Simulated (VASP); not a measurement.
A run of VASP 6.6.1:

INCAR

```
SYSTEM = KTaO3
  ALGO = Normal
  EDIFF = 1E-6
  ENCUT = 520
  GGA = PE
  ISIF = 2
  ISMEAR = -1
  LASPH = .TRUE.
  LCHARG = .FALSE.
  LREAL = .FALSE.
  LWAVE = .FALSE.
  NBANDS = 27
  NELM = 100
  PREC = Accurate
  SIGMA = 0.01
```

The input KPOINTS:

```
k-points
0
G
  5 5 5
  0 0 0
```

Contents of POSCAR:

```
KTaO3
1.0
    3.8686510000      0.0000000000      0.0000000000
    0.0000000000      3.8686510000      0.0000000000
    0.0000000000      0.0000000000      3.9883000000
K Ta O
1 1 3
Direct
    0.5000000000      0.5000000000      0.5000000000
    0.0000000000      0.0000000000      0.0000000000
    0.5000000000      0.0000000000      0.0000000000
    0.0000000000      0.5000000000      0.0000000000
    0.0000000000      0.0000000000      0.5000000000
```

Potentials or basis: VASP PAW PBE potentials, release 64 (K_sv, Ta_pv, O).

Command:

```sh
$ cat potpaw_PBE.64/K_sv/POTCAR potpaw_PBE.64/Ta_pv/POTCAR potpaw_PBE.64/O/POTCAR > POTCAR
$ mpirun -np 1 vasp_std > vasp.out
```

Hardware: 1 thread of AMD EPYC 7R13, on a shared host.

Q: How long does it take, and how much memory?

A: Run time: 39 s on 1 thread of AMD EPYC 7R13, with other jobs on the host, peak memory 0.18 GiB. Counts: scf iterations 14, k points 18.
